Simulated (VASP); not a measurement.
# SnO2 (C222_1) in VASP: a series of runs

Runs on SnO2. Level: PBE+D3(BJ). Tasks: single point.

Everything below comes from runs of VASP 6.6.1. Logs are shortened: lines on timing, memory, paths and dates and some standing lists are left out, and cuts for length are marked.

## (1) The cell of the first run

It takes space group C222_1 (No. 20, orthorhombic). The conventional cell has a = 3.131 Å, b = 5.423 Å, c = 10.075 Å, α = 90.00°, β = 90.00°, γ = 90.00°. Within 2.7 Å of Sn (site symmetry 2) lie 6 O at 2.06 Å. O (site symmetry 1) has 3 Sn at 2.06 Å and 3 O at 2.68 Å within 2.7 Å.

## (2) Single point, PBE+D3(BJ) (atoms displaced along a vibrational mode, the cell strained)

Input file INCAR:

```
PREC = Accurate ; ENCUT = 520
EDIFF = 1E-6 ; ISMEAR = 0
SIGMA = 0.05 ; LREAL = False
LASPH = True ; NELM = 100
ALGO = Normal ; ISIF = 2
LWAVE = False ; LCHARG = False
GGA = PE ; IVDW = 12
NBANDS = 35
```

Input file KPOINTS:

```
regular mesh
0
Gamma
  12 12 4
```

Input file POSCAR:

```
SnO2
1.0
    3.1309003151      0.0000000000      0.0000000000
   -1.5654501576      2.7114392096      0.0000000000
    0.0000000000      0.0000000000     10.0747363625
Sn O
2 4
Direct
   -0.1169759215      0.0000000000      0.5000000000
    0.1169759215      0.0000000000      0.0000000000
    0.5482055332      0.3333333333      0.4017901351
    0.7851278001      0.3333333333      0.0982098649
    0.2148721999      0.6666666667      0.5982098649
    0.4517944668      0.6666666667      0.9017901351
```

Potentials or basis: VASP PAW PBE potentials, release 64 (Sn_d, O).

Started as:

```bash
cat potpaw_PBE.64/Sn_d/POTCAR potpaw_PBE.64/O/POTCAR > POTCAR
mpirun -np 1 vasp_std > vasp.out
```

OUTCAR:

```text
PREC = Accurate
   ENCUT = 520
   EDIFF = 1E-6
   ISMEAR = 0
   LREAL = False
   LASPH = True
   NELM = 100
   ISIF = 2
   GGA = PE
   IVDW = 12
 IVDW          = 12

 ion  position               nearest neighbor table
   1  0.883  0.000  0.500-   3 2.06   5 2.06   3 2.06   5 2.06   5 2.06   3 2.06
   2  0.117  0.000  0.000-   6 2.06   4 2.06   6 2.06   4 2.06   4 2.06   6 2.06
   3  0.548  0.333  0.402-   1 2.06   1 2.06   1 2.06
   4  0.785  0.333  0.098-   2 2.06   2 2.06   2 2.06
   5  0.215  0.667  0.598-   1 2.06   1 2.06   1 2.06
   6  0.452  0.667  0.902-   2 2.06   2 2.06   2 2.06

  LATTYP: Found a hexagonal cell.
 ALAT       =     3.1309003151
 C/A-ratio  =     3.2178400296

  Lattice vectors:

 A1 = (   3.1309003151,   0.0000000000,   0.0000000000)
 A2 = (  -1.5654501576,   2.7114392096,   0.0000000000)
 A3 = (   0.0000000000,   0.0000000000,  10.0747363625)

Analysis of symmetry for initial positions (statically):
=====================================================================
 Subroutine PRICEL returns:
 Original cell was already a primitive cell.

 Routine SETGRP: Setting up the symmetry group for a
 hexagonal supercell.

 Subroutine GETGRP returns: Found  4 space group operations
 (whereof  2 operations were pure point group operations)
 out of a pool of 24 trial point group operations.

The static configuration has the point symmetry C_2 .
 The point group associated with its full space group is D_2 .

Analysis of symmetry for dynamics (positions and initial velocities):
=====================================================================
 Subroutine PRICEL returns:
 Original cell was already a primitive cell.

 Routine SETGRP: Setting up the symmetry group for a
 hexagonal supercell.

 Subroutine GETGRP returns: Found  4 space group operations
 (whereof  2 operations were pure point group operations)
 out of a pool of 24 trial point group operations.

The dynamic configuration has the point symmetry C_2 .
 The point group associated with its full space group is D_2 .

 Subroutine INISYM returns: Found  4 space group operations
 (whereof  2 operations are pure point group operations),
 and found     1 'primitive' translations

----------------------------------------------------------------------------------------

                                     Primitive cell

  volume of cell :      85.5269

  direct lattice vectors                    reciprocal lattice vectors
     3.130900315  0.000000000  0.000000000     0.319396946  0.184403913  0.000000000
    -1.565450158  2.711439210  0.000000000     0.000000000  0.368807826  0.000000000
     0.000000000  0.000000000 10.074736362     0.000000000  0.000000000  0.099258180

  length of vectors
     3.130900315  3.130900315 10.074736362     0.368807826  0.368807826  0.099258180

  position of ions in fractional coordinates (direct lattice)
     0.883024079  0.000000000  0.500000000
     0.116975921  0.000000000  0.000000000
     0.548205533  0.333333333  0.401790135
     0.785127800  0.333333333  0.098209865
     0.214872200  0.666666667  0.598209865
     0.451794467  0.666666667  0.901790135

  ion indices of the primitive-cell ions
   primitive index   ion index
                 1           1
                 2           2
                 3           3
                 4           4
                 5           5
                 6           6

----------------------------------------------------------------------------------------

 KPOINTS: regular mesh

Automatic generation of k-mesh.
 Grid dimensions read from file:
 generate k-points for:   12   12    4

 Generating k-lattice:

  Cartesian coordinates                     Fractional coordinates (reciprocal lattice)
     0.026616412  0.015366993  0.000000000     0.083333333  0.000000000  0.000000000
     0.000000000  0.030733985  0.000000000     0.000000000  0.083333333  0.000000000
     0.000000000  0.000000000  0.024814545     0.000000000  0.000000000  0.250000000

  Length of vectors
     0.030733985  0.030733985  0.024814545

  Shift w.r.t. Gamma in fractional coordinates (k-lattice)
     0.000000000  0.000000000  0.000000000

 Subroutine IBZKPT returns following result:
 ===========================================

 Found    129 irreducible k-points:

 Following reciprocal coordinates:
            Coordinates               Weight
  0.000000  0.000000  0.000000      1.000000
  0.083333  0.000000  0.000000      4.000000
  0.000000  0.083333  0.000000      2.000000
  0.166667  0.000000  0.000000      4.000000
  0.000000  0.166667  0.000000      2.000000
  0.250000  0.000000  0.000000      4.000000
[... 16 lines left out ...]
 -0.083333  0.416667  0.000000      4.000000
 -0.416667  0.333333  0.000000      4.000000
 [... further k-points ...]
   k-points           NKPTS =    129   k-points in BZ     NKDIM =    129   number of bands    NBANDS=     35
   number of dos      NEDOS =    301   number of ions     NIONS =      6
   total plane-waves  NPLWV =  46080
   dimension x,y,z NGX =    24 NGY =   24 NGZ =   80
   dimension x,y,z NGXF=    48 NGYF=   48 NGZF=  160
   ions per type =               2   4
   NGX,Y,Z   is equivalent  to a cutoff of  12.74, 12.74, 13.20 a.u.
   NGXF,Y,Z  is equivalent  to a cutoff of  25.49, 25.49, 26.40 a.u.
 SYSTEM =  unknown system
   PREC   = accura    normal or accurate (medium, high low for compatibility)
   ISTART =      0    job   : 0-new  1-cont  2-samecut
   ICHARG =      2    charge: 1-file 2-atom 10-const
   ISPIN  =      1    spin polarized calculation?
   LNONCOLLINEAR =      F non collinear calculations
   LSORBIT =      F    spin-orbit coupling
   LASPH  =      T    aspherical Exc in radial PAW
   ENCUT  =  520.0 eV  38.22 Ry    6.18 a.u.   5.82  5.82 18.73*2*pi/ulx,y,z
   NELM   =    100;   NELMIN=  2; NELMDL= -5     # of ELM steps
   EDIFF  = 0.1E-05   stopping-criterion for ELM
   LREAL  =      F    real-space projection
   EDIFFG = 0.1E-04   stopping-criterion for IOM
   NSW    =      0    number of steps for IOM
   IBRION =     -1    ionic relax: 0-MD 1-quasi-New 2-CG
   NFREE  =      0    steps in history (QN), initial steepest desc. (CG)
   ISIF   =      2    stress and relaxation
   ISYM   =      2    0-nonsym 1-usesym 2-fastsym
   POTIM  = 0.5000    time-step for ionic-motion
   TEBEG  =    0.0;   TEEND  =   0.0 temperature during run
   PSTRESS=    0.0 pullay stress
   NELECT =      52.0000    total number of electrons
   NUPDOWN=      -1.0000    fix difference up-down
   EMIN   =  10.00;   EMAX   =-10.00  energy-range for DOS
   EFERMI =   0.00;   METHOD = LEGACY
   ISMEAR =     0;   SIGMA  =   0.05  broadening in eV -4-tet -1-fermi 0-gaus
   EFERMI_NEDOS =   21; number of points for ismear=-14 and -15
   IALGO  =     38    algorithm
   IMIX   =      4    mixing-type and parameters
     AMIX     =   0.40;   BMIX     =  1.00
     AMIX_MAG =   1.60;   BMIX_MAG =  1.00
  volume/ion in A,a.u.               =      14.25        96.19
  Fermi-wavevector in a.u.,A,eV,Ry     =   1.386889  2.620840 26.170274  1.923461
  Thomas-Fermi vector in A             =   2.511162
   LORBIT       =      0    0 simple, 1 ext, 2 COOP (PROOUT), +10 PAW based schemes
   GGA     = PE    functional components
   LHFCALC =     F    Hartree Fock is set to
   AEXX    =    0.0000 exact exchange contribution
   IVDW    =    12    specifies the selected vdW correction
   LEPSILON=     F    determine dielectric tensor
   LRPA    =     F    only Hartree local field effects (RPA)
 non-spin polarized calculation
 Gauss-broadening in eV      SIGMA  =   0.05
  energy-cutoff  :      520.00
  volume of cell :       85.53
 maximum number of plane-waves:      2324
   NGX = 11   NGY = 11   NGZ = 37

 number of electron      52.0000005 magnetization

 Free energy of the ion-electron system (eV)
  ---------------------------------------------------
  ext. energy  EPLUGINS =         0.00000000
  ---------------------------------------------------
  free energy    TOTEN  =       -35.97756459 eV

  energy without entropy =      -35.97756459  energy(sigma->0) =      -35.97756459

 E-fermi :   3.6505     XC(G=0):  -9.8948

 val. band max:        3.3818909878   @ k =   0.2500   0.2500   0.0000
 cond. band min:       6.0068043436   @ k =   0.0000   0.0000   0.0000
 fundamental gap:      2.6249133558
 Fermi energy:         3.6504784757

 k-point     1 :       0.0000    0.0000    0.0000
  band No.  band energies     occupation
      1     -16.7568      2.00000
      2     -16.7524      2.00000
      3     -16.3553      2.00000
      4     -16.3553      2.00000
      5     -16.3551      2.00000
      6     -16.3551      2.00000
[... 27 lines left out ...]
     34      15.3816      0.00000
     35      15.4031      0.00000

 k-point     2 :       0.0833    0.0000    0.0000
  band No.  band energies     occupation
      1     -16.7097      2.00000
      2     -16.7058      2.00000
      3     -16.4373      2.00000
      4     -16.4361      2.00000
      5     -16.3351      2.00000
      6     -16.3350      2.00000
[... 27 lines left out ...]
     34      15.4161      0.00000
     35      15.5331      0.00000

 k-point     3 :       0.0000    0.0833    0.0000
  band No.  band energies     occupation
      1     -16.7098      2.00000
      2     -16.7058      2.00000
      3     -16.4376      2.00000
      4     -16.4362      2.00000
      5     -16.3348      2.00000
      6     -16.3348      2.00000
[... 27 lines left out ...]
     34      15.4005      0.00000
     35      15.5510      0.00000
[... 723 lines left out ...]
 k-point    23 :      -0.0833    0.4167    0.0000
  band No.  band energies     occupation
      1     -17.2868      2.00000
      2     -17.2806      2.00000
      3     -16.3275      2.00000
      4     -16.3260      2.00000
      5     -16.2400      2.00000
      6     -16.2393      2.00000
[... 27 lines left out ...]
     34      15.7956      0.00000
     35      15.8733      0.00000

 k-point    24 :      -0.4167    0.3333    0.0000
  band No.  band energies     occupation
      1     -17.2862      2.00000
      2     -17.2807      2.00000
      3     -16.3276      2.00000
      4     -16.3262      2.00000
      5     -16.2403      2.00000
      6     -16.2398      2.00000
[... 27 lines left out ...]
     34      15.7404      0.00000
     35      15.8714      0.00000

 [... further k-points ...]

------------------------ aborting loop because EDIFF is reached ----------------------------------------

 Edisp (eV)   -1.07117

 E8    (eV) :    -0.4202

  FORCE on cell =-STRESS in cart. coord.  units (eV):
  Direction    XX          YY          ZZ          XY          YZ          ZX
  --------------------------------------------------------------------------------------
  -------------------------------------------------------------------------------------
  Total       8.58394     8.46464     3.71219    -0.00000     0.00000     0.00000
  in kB     160.80314   158.56826    69.54054    -0.00000     0.00000     0.00000
  external pressure =      129.64 kB  Pullay stress =        0.00 kB

 VOLUME and BASIS-vectors are now :
 -----------------------------------------------------------------------------
  energy-cutoff  :      520.00
  volume of cell :       85.53
      direct lattice vectors                 reciprocal lattice vectors
     3.130900315  0.000000000  0.000000000     0.319396946  0.184403913  0.000000000
    -1.565450158  2.711439210  0.000000000     0.000000000  0.368807826  0.000000000
     0.000000000  0.000000000 10.074736362     0.000000000  0.000000000  0.099258180

 POSITION                                       TOTAL-FORCE (eV/Angst)
 -----------------------------------------------------------------------------------
      2.76466      0.00000      5.03737        -0.099123      0.000000      0.000000
      0.36624      0.00000      0.00000         0.099123      0.000000      0.000000
      1.19456      0.90381      4.04793         0.011369     -0.004046     -1.040280
      1.93634      0.90381      0.98944        -0.011369     -0.004046      1.040280
     -0.37089      1.80763      6.02681         0.011369      0.004046      1.040280
      0.37089      1.80763      9.08530        -0.011369      0.004046     -1.040280
 -----------------------------------------------------------------------------------
    total drift:                                0.000000     -0.000000     -0.000000

  FREE ENERGIE OF THE ION-ELECTRON SYSTEM (eV)
  ---------------------------------------------------
  free  energy   TOTEN  =       -37.0487392245 eV

  energy  without entropy=      -37.0487392245  energy(sigma->0) =      -37.04873922
```

It took 2.3 min on 1 thread of Intel Xeon 6975P-C (Granite Rapids), shared host; peak memory 0.42 GiB.

Results:

| Item | Value |
| --- | --- |
| Free energy | -37.0487 eV |
| Pressure | 13.0 GPa |
| Largest force | 1.040 eV/Å |
| Band gap on the k mesh | 2.62 eV (least direct gap 3.08 eV) |
| Dispersion energy per atom | -0.179 eV |

Forces in eV/Å, atoms in the order of the input:
```
Sn  -0.099  0.000  0.000
Sn   0.099  0.000  0.000
O    0.011 -0.004 -1.040
O   -0.011 -0.004  1.040
O    0.011  0.004  1.040
O   -0.011  0.004 -1.040
```

Caveat: the cell differs from its parent crystal (atoms displaced along a vibrational mode, the cell strained); the cell stands under pressure; spin-orbit coupling is left out, which moves the levels of the heavy elements; forces of over 1 eV/Å act on the atoms, so gaps and moduli don't describe the material at rest.

## (3) Single point, PBE+D3(BJ) (atoms displaced along a vibrational mode, the cell strained)

Input file INCAR:

```
SYSTEM = SnO2
ALGO = Normal ; EDIFF = 1E-7
ENCUT = 520 ; GGA = PE
ISIF = 2 ; ISMEAR = 0
IVDW = 12 ; LASPH = .TRUE.
LCHARG = .TRUE. ; LELF = .TRUE.
LREAL = .FALSE. ; LVHAR = .TRUE.
LWAVE = .FALSE. ; NBANDS = 35
NELM = 60 ; PREC = Accurate
SIGMA = 0.05
```

Input file KPOINTS:

```
k-points
0
G
  12 12 4
  0 0 0
```

Input file POSCAR:

```
SnO2
1.0
    3.1309003151      0.0000000000      0.0000000000
   -1.5654501576      2.7114392096      0.0000000000
    0.0000000000      0.0000000000     10.0747363625
Sn O
2 4
Direct
   -0.1559678954      0.0000000000      0.5000000000
    0.1559678954      0.0000000000      0.0000000000
    0.5087184888      0.3333333333      0.4017901351
    0.8246148446      0.3333333333      0.0982098649
    0.1753851554      0.6666666667      0.5982098649
    0.4912815112      0.6666666667      0.9017901351
```

Potentials or basis: VASP PAW PBE potentials, release 64 (Sn_d, O).

Started as:

```bash
cat potpaw_PBE.64/Sn_d/POTCAR potpaw_PBE.64/O/POTCAR > POTCAR
mpirun -np 1 vasp_std > vasp.out
```

OUTCAR:

```text
SYSTEM = SnO2
   EDIFF = 1E-7
   ENCUT = 520
   GGA = PE
   ISIF = 2
   ISMEAR = 0
   IVDW = 12
   LASPH = .TRUE.
   LREAL = .FALSE.
   NELM = 60
   PREC = Accurate
 IVDW          = 12

 ion  position               nearest neighbor table
   1  0.844  0.000  0.500-   5 2.06   3 2.06   3 2.06   5 2.06   3 2.07   5 2.07
   2  0.156  0.000  0.000-   4 2.06   6 2.06   6 2.06   4 2.06   6 2.07   4 2.07
   3  0.509  0.333  0.402-   1 2.06   1 2.06   1 2.07
   4  0.825  0.333  0.098-   2 2.06   2 2.06   2 2.07
   5  0.175  0.667  0.598-   1 2.06   1 2.06   1 2.07
   6  0.491  0.667  0.902-   2 2.06   2 2.06   2 2.07

  LATTYP: Found a hexagonal cell.
 ALAT       =     3.1309003151
 C/A-ratio  =     3.2178400296

  Lattice vectors:

 A1 = (   3.1309003151,   0.0000000000,   0.0000000000)
 A2 = (  -1.5654501576,   2.7114392096,   0.0000000000)
 A3 = (   0.0000000000,   0.0000000000,  10.0747363625)

Analysis of symmetry for initial positions (statically):
=====================================================================
 Subroutine PRICEL returns:
[... 184 lines left out ...]
 cond. band min:       6.0036494601   @ k =   0.0000   0.0000   0.0000
 fundamental gap:      2.6627451732
 Fermi energy:         3.6414550905

 k-point     1 :       0.0000    0.0000    0.0000
  band No.  band energies     occupation
      1     -16.7625      2.00000
      2     -16.7585      2.00000
      3     -16.3615      2.00000
      4     -16.3615      2.00000
      5     -16.3613      2.00000
      6     -16.3612      2.00000
[... 901 lines left out ...]
     34      15.7565      0.00000
     35      15.8326      0.00000

 [... further k-points ...]

------------------------ aborting loop because EDIFF is reached ----------------------------------------

 Edisp (eV)   -1.07128

 E8    (eV) :    -0.4202

  FORCE on cell =-STRESS in cart. coord.  units (eV):
  Direction    XX          YY          ZZ          XY          YZ          ZX
  --------------------------------------------------------------------------------------
  -------------------------------------------------------------------------------------
  Total       8.66071     8.47947     3.49425    -0.00000     0.00000     0.00000
  in kB     162.24131   158.84600    65.45788    -0.00000     0.00000     0.00000
  external pressure =      128.85 kB  Pullay stress =        0.00 kB

 VOLUME and BASIS-vectors are now :
 -----------------------------------------------------------------------------
  energy-cutoff  :      520.00
  volume of cell :       85.53
      direct lattice vectors                 reciprocal lattice vectors
     3.130900315  0.000000000  0.000000000     0.319396946  0.184403913  0.000000000
    -1.565450158  2.711439210  0.000000000     0.000000000  0.368807826  0.000000000
     0.000000000  0.000000000 10.074736362     0.000000000  0.000000000  0.099258180

 POSITION                                       TOTAL-FORCE (eV/Angst)
 -----------------------------------------------------------------------------------
      2.64258      0.00000      5.03737        -0.129409      0.000000     -0.000000
      0.48832      0.00000      0.00000         0.129409      0.000000     -0.000000
      1.07093      0.90381      4.04793         0.029840     -0.006064     -1.055181
      2.05997      0.90381      0.98944        -0.029840     -0.006064      1.055181
     -0.49452      1.80763      6.02681         0.029840      0.006064      1.055181
      0.49452      1.80763      9.08530        -0.029840      0.006064     -1.055181
 -----------------------------------------------------------------------------------
    total drift:                               -0.000000     -0.000000     -0.000000

  FREE ENERGIE OF THE ION-ELECTRON SYSTEM (eV)
  ---------------------------------------------------
  free  energy   TOTEN  =       -37.0669352427 eV

  energy  without entropy=      -37.0669352427  energy(sigma->0) =      -37.06693524
```

stdout:

```text
POSCAR found type information on POSCAR SnO
 POSCAR found :  2 types and       6 ions
 scaLAPACK will be used
 LDA part: xc-table for (Slater+PW92), standard interpolation
 POSCAR, INCAR and KPOINTS ok, starting setup
 FFT: planning ... GRIDC
 FFT: planning ... GRID_SOFT
 FFT: planning ... GRID
 WAVECAR not read
 entering main loop
```

Wall time 2.6 min (1 thread of Intel Xeon 6975P-C (Granite Rapids), shared host); peak memory 0.42 GiB.

Results:

```
Free energy                : -37.0669 eV
Pressure                   : 12.9 GPa
Largest force              : 1.056 eV/Å
Band gap on the k mesh     : 2.66 eV (least direct gap 3.09 eV)
Dispersion energy per atom : -0.179 eV
```

Forces in eV/Å, atoms in the order of the input:
```
Sn  -0.129  0.000  0.000
Sn   0.129  0.000  0.000
O    0.030 -0.006 -1.055
O   -0.030 -0.006  1.055
O    0.030  0.006  1.055
O   -0.030  0.006 -1.055
```

Caveat: the cell differs from its parent crystal (atoms displaced along a vibrational mode, the cell strained); the cell stands under pressure; spin-orbit coupling is left out, which moves the levels of the heavy elements; forces of over 1 eV/Å act on the atoms, so gaps and moduli don't describe the material at rest. A k mesh can miss the band edges.

(Part 1 of 2 ends here.)
